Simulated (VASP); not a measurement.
# H2 in VASP: single point with PBE+D3(BJ)

Aim: the single point of H2 with PBE+D3(BJ).

Everything below comes from runs of VASP 6.6.1. Logs are shortened: lines on timing, memory, paths and dates and some standing lists are left out, and cuts for length are marked.

**1. The cell of the first run**

The cell holds a molecule in a box, 2 atoms: a = 7.678 Å, b = 7.678 Å, c = 21.460 Å, α = 90.00°, β = 90.00°, γ = 120.00°.

**2. Single point, PBE+D3(BJ)**

File INCAR:

```
SYSTEM = H
PREC = Accurate ; ENCUT = 520
EDIFF = 1E-7 ; ISMEAR = 0
SIGMA = 0.05 ; LREAL = .False.
LASPH = .True. ; NELM = 60
ALGO = Normal ; ISIF = 2
LWAVE = .False. ; LCHARG = .True.
LDIPOL = .True. ; IDIPOL = 3
DIPOL = 0.5 0.5 0.658 ; GGA = PE
IVDW = 12 ; LELF = .True.
LVHAR = .True. ; LVACPOTAV = .True.
NBANDS = 8
```

File KPOINTS:

```
Automatic mesh
0
Gamma
  3 3 1
  0 0 0
```

File POSCAR:

```
H
1.0
    7.6780971922      0.0000000000      0.0000000000
   -3.8390485961      6.6494272212      0.0000000000
    0.0000000000      0.0000000000     21.4603039997
H
2
Direct
    0.3958601260      0.7288329589      0.6487011460
    0.3026173693      0.6602084635      0.6667338703
```

Potentials or basis: VASP PAW PBE potentials, release 64 (H).

On the command line:

```bash
> cat potpaw_PBE.64/H/POTCAR > POTCAR
> mpirun -np 1 vasp_std > vasp.out
```

OUTCAR:

```text
SYSTEM = H
   PREC = Accurate
   ENCUT = 520
   EDIFF = 1E-7
   ISMEAR = 0
   LREAL = .False.
   LASPH = .True.
   NELM = 60
   ISIF = 2
   GGA = PE
   IVDW = 12
 IVDW          = 12

 ion  position               nearest neighbor table
   1  0.396  0.729  0.649-   2 0.75
   2  0.303  0.660  0.667-   1 0.75

  LATTYP: Found a hexagonal cell.
 ALAT       =     7.6780971922
 C/A-ratio  =     2.7950029106

  Lattice vectors:

 A1 = (   7.6780971922,   0.0000000000,   0.0000000000)
 A2 = (  -3.8390485961,   6.6494272212,   0.0000000000)
 A3 = (   0.0000000000,   0.0000000000,  21.4603039997)

Analysis of symmetry for initial positions (statically):
=====================================================================
 Subroutine PRICEL returns:
 Original cell was already a primitive cell.

 Routine SETGRP: Setting up the symmetry group for a
 hexagonal supercell.

 Subroutine GETGRP returns: Found  2 space group operations
 (whereof  1 operations were pure point group operations)
 out of a pool of 24 trial point group operations.

The static configuration has the point symmetry C_1 .
 The point group associated with its full space group is S_2 .

Analysis of symmetry for dynamics (positions and initial velocities):
=====================================================================
 Subroutine PRICEL returns:
 Original cell was already a primitive cell.

 Routine SETGRP: Setting up the symmetry group for a
 hexagonal supercell.

 Subroutine GETGRP returns: Found  2 space group operations
 (whereof  1 operations were pure point group operations)
 out of a pool of 24 trial point group operations.

The dynamic configuration has the point symmetry C_1 .
 The point group associated with its full space group is S_2 .

 Subroutine INISYM returns: Found  2 space group operations
 (whereof  1 operations are pure point group operations),
 and found     1 'primitive' translations

----------------------------------------------------------------------------------------

                                     Primitive cell

  volume of cell :    1095.6547

  direct lattice vectors                    reciprocal lattice vectors
     7.678097192  0.000000000  0.000000000     0.130240602  0.075194447  0.000000000
    -3.839048596  6.649427221  0.000000000     0.000000000  0.150388893  0.000000000
     0.000000000  0.000000000 21.460304000     0.000000000  0.000000000  0.046597662

  length of vectors
     7.678097192  7.678097192 21.460304000     0.150388893  0.150388893  0.046597662

  position of ions in fractional coordinates (direct lattice)
     0.395860126  0.728832959  0.648701146
     0.302617369  0.660208463  0.666733870

  ion indices of the primitive-cell ions
   primitive index   ion index
                 1           1
                 2           2

----------------------------------------------------------------------------------------

 KPOINTS: Automatic mesh

Automatic generation of k-mesh.
 Grid dimensions read from file:
 generate k-points for:    3    3    1

 Generating k-lattice:

  Cartesian coordinates                     Fractional coordinates (reciprocal lattice)
     0.043413534  0.025064816  0.000000000     0.333333333 -0.000000000  0.000000000
     0.000000000  0.050129631  0.000000000     0.000000000  0.333333333  0.000000000
     0.000000000  0.000000000  0.046597662     0.000000000  0.000000000  1.000000000

  Length of vectors
     0.050129631  0.050129631  0.046597662

  Shift w.r.t. Gamma in fractional coordinates (k-lattice)
     0.000000000  0.000000000  0.000000000

 Subroutine IBZKPT returns following result:
 ===========================================

 Found      5 irreducible k-points:

 Following reciprocal coordinates:
            Coordinates               Weight
  0.000000  0.000000  0.000000      1.000000
  0.333333  0.000000  0.000000      2.000000
  0.000000  0.333333  0.000000      2.000000
 -0.333333  0.333333  0.000000      2.000000
  0.333333  0.333333  0.000000      2.000000
   k-points           NKPTS =      5   k-points in BZ     NKDIM =      5   number of bands    NBANDS=      8
   number of dos      NEDOS =    301   number of ions     NIONS =      2
   total plane-waves  NPLWV = 576000
   dimension x,y,z NGX =    60 NGY =   60 NGZ =  160
   dimension x,y,z NGXF=   120 NGYF=  120 NGZF=  320
   ions per type =               2
   NGX,Y,Z   is equivalent  to a cutoff of  12.99, 12.99, 12.39 a.u.
   NGXF,Y,Z  is equivalent  to a cutoff of  25.98, 25.98, 24.79 a.u.
 SYSTEM =  H
   PREC   = accura    normal or accurate (medium, high low for compatibility)
   ISTART =      0    job   : 0-new  1-cont  2-samecut
   ICHARG =      2    charge: 1-file 2-atom 10-const
   ISPIN  =      1    spin polarized calculation?
   LNONCOLLINEAR =      F non collinear calculations
   LSORBIT =      F    spin-orbit coupling
   LASPH  =      T    aspherical Exc in radial PAW
   ENCUT  =  520.0 eV  38.22 Ry    6.18 a.u.  14.28 14.28 39.90*2*pi/ulx,y,z
   NELM   =     60;   NELMIN=  2; NELMDL= -5     # of ELM steps
   EDIFF  = 0.1E-06   stopping-criterion for ELM
   LREAL  =      F    real-space projection
   EDIFFG = 0.1E-05   stopping-criterion for IOM
   NSW    =      0    number of steps for IOM
   IBRION =     -1    ionic relax: 0-MD 1-quasi-New 2-CG
   NFREE  =      0    steps in history (QN), initial steepest desc. (CG)
   ISIF   =      2    stress and relaxation
   ISYM   =      2    0-nonsym 1-usesym 2-fastsym
   POTIM  = 0.5000    time-step for ionic-motion
   TEBEG  =    0.0;   TEEND  =   0.0 temperature during run
   PSTRESS=    0.0 pullay stress
   NELECT =       2.0000    total number of electrons
   NUPDOWN=      -1.0000    fix difference up-down
   EMIN   =  10.00;   EMAX   =-10.00  energy-range for DOS
   EFERMI =   0.00;   METHOD = LEGACY
   ISMEAR =     0;   SIGMA  =   0.05  broadening in eV -4-tet -1-fermi 0-gaus
   EFERMI_NEDOS =   21; number of points for ismear=-14 and -15
   IALGO  =     38    algorithm
   IMIX   =      4    mixing-type and parameters
     AMIX     =   0.40;   BMIX     =  1.00
     AMIX_MAG =   1.60;   BMIX_MAG =  1.00
  volume/ion in A,a.u.               =     547.83      3696.92
  Fermi-wavevector in a.u.,A,eV,Ry     =   0.200075  0.378088  0.544643  0.040030
  Thomas-Fermi vector in A             =   0.953785
   LORBIT       =      0    0 simple, 1 ext, 2 COOP (PROOUT), +10 PAW based schemes
   GGA     = PE    functional components
   LHFCALC =     F    Hartree Fock is set to
   AEXX    =    0.0000 exact exchange contribution
   IVDW    =    12    specifies the selected vdW correction
   LEPSILON=     F    determine dielectric tensor
   LRPA    =     F    only Hartree local field effects (RPA)
 non-spin polarized calculation
 Gauss-broadening in eV      SIGMA  =   0.05
  energy-cutoff  :      520.00
  volume of cell :     1095.65
 maximum number of plane-waves:     29550
 NGX is ok and might be reduce to    60
   NGX = 29   NGY = 29   NGZ = 79

 dipolmoment           0.000000      0.000000      0.000001 electrons x Angstroem

 number of electron       2.0000001 magnetization

 dipolmoment           0.000000      0.000000     -0.000000 electrons x Angstroem

 Free energy of the ion-electron system (eV)
  ---------------------------------------------------
  ext. energy  EPLUGINS =         0.00000000
  ---------------------------------------------------
  free energy    TOTEN  =        -6.77242511 eV

  energy without entropy =       -6.77242511  energy(sigma->0) =       -6.77242511

 E-fermi : -10.0682     XC(G=0):  -0.3379

 val. band max:      -10.3090522303   @ k =   0.3333   0.3333   0.0000
 cond. band min:      -0.2087036385   @ k =   0.0000   0.0000   0.0000
 fundamental gap:     10.1003485918
 Fermi energy:       -10.0682256390

 k-point     1 :       0.0000    0.0000    0.0000
  band No.  band energies     occupation
      1     -10.3095      2.00000
      2      -0.2087      0.00000
      3       0.0858      0.00000
      4       0.1960      0.00000
      5       0.7411      0.00000
      6       1.1687      0.00000
      7       1.2028      0.00000
      8       1.8895      0.00000

 k-point     2 :       0.3333    0.0000    0.0000
  band No.  band energies     occupation
      1     -10.3092      2.00000
      2      -0.0645      0.00000
      3       0.4113      0.00000
      4       0.5333      0.00000
      5       0.8214      0.00000
      6       1.2294      0.00000
      7       1.5170      0.00000
      8       1.5673      0.00000

 k-point     3 :       0.0000    0.3333    0.0000
  band No.  band energies     occupation
      1     -10.3092      2.00000
      2      -0.0060      0.00000
      3       0.3992      0.00000
      4       0.5372      0.00000
      5       0.8101      0.00000
      6       1.1720      0.00000
      7       1.3875      0.00000
      8       1.5661      0.00000

 k-point     4 :      -0.3333    0.3333    0.0000
  band No.  band energies     occupation
      1     -10.3092      2.00000
      2       0.0713      0.00000
      3       0.3797      0.00000
      4       0.5439      0.00000
      5       0.8058      0.00000
      6       1.0515      0.00000
      7       1.3314      0.00000
      8       1.5627      0.00000

 k-point     5 :       0.3333    0.3333    0.0000
  band No.  band energies     occupation
      1     -10.3091      2.00000
      2       0.1794      0.00000
      3       0.5965      0.00000
      4       0.9295      0.00000
      5       0.9483      0.00000
      6       1.2551      0.00000
      7       1.2735      0.00000
      8       1.3533      0.00000

------------------------ aborting loop because EDIFF is reached ----------------------------------------

 vacuum level on the upper side and lower side of the slab       (xc-potential included)        -0.052        -0.052

 Edisp (eV)   -0.00263

 E8    (eV) :    -0.0005

  FORCE on cell =-STRESS in cart. coord.  units (eV):
  Direction    XX          YY          ZZ          XY          YZ          ZX
  --------------------------------------------------------------------------------------
  -------------------------------------------------------------------------------------
  Total      -0.03220    -0.03212    -0.03051    -0.00453     0.00383     0.00378
  in kB      -0.04708    -0.04697    -0.04461    -0.00662     0.00559     0.00553
  external pressure =       -0.05 kB  Pullay stress =        0.00 kB

 VOLUME and BASIS-vectors are now :
 -----------------------------------------------------------------------------
  energy-cutoff  :      520.00
  volume of cell :     1095.65
      direct lattice vectors                 reciprocal lattice vectors
     7.678097192  0.000000000  0.000000000     0.130240602  0.075194447  0.000000000
    -3.839048596  6.649427221  0.000000000     0.000000000  0.150388893  0.000000000
     0.000000000  0.000000000 21.460304000     0.000000000  0.000000000  0.046597662

 POSITION                                       TOTAL-FORCE (eV/Angst)
 -----------------------------------------------------------------------------------
      0.24143      4.84632     13.92132        -0.003724     -0.003739      0.003015
     -0.21105      4.39001     14.30831         0.003724      0.003739     -0.003015
 -----------------------------------------------------------------------------------
    total drift:                               -0.000001     -0.000001     -0.000001

  FREE ENERGIE OF THE ION-ELECTRON SYSTEM (eV)
  ---------------------------------------------------
  free  energy   TOTEN  =        -6.7750564191 eV

  energy  without entropy=       -6.7750564191  energy(sigma->0) =       -6.77505642

 vacuum level on the upper side and lower side of the slab         0.029         0.029
```

Run time: 98 s. Hardware: 1 thread of Intel Xeon Platinum 8488C (Sapphire Rapids), shared host; peak memory 0.92 GiB.

Results:

| Item | Value |
| --- | --- |
| Free energy | -6.7751 eV |
| Largest force | 0.006 eV/Å |
| Gap between the frontier levels | 10.10 eV |
| Dispersion energy per atom | -0.001 eV |
| Ionisation potential of the upper face | 10.34 eV |

Forces in eV/Å, atoms in the order of the input:
```
H   -0.004 -0.004  0.003
H    0.004  0.004 -0.003
```
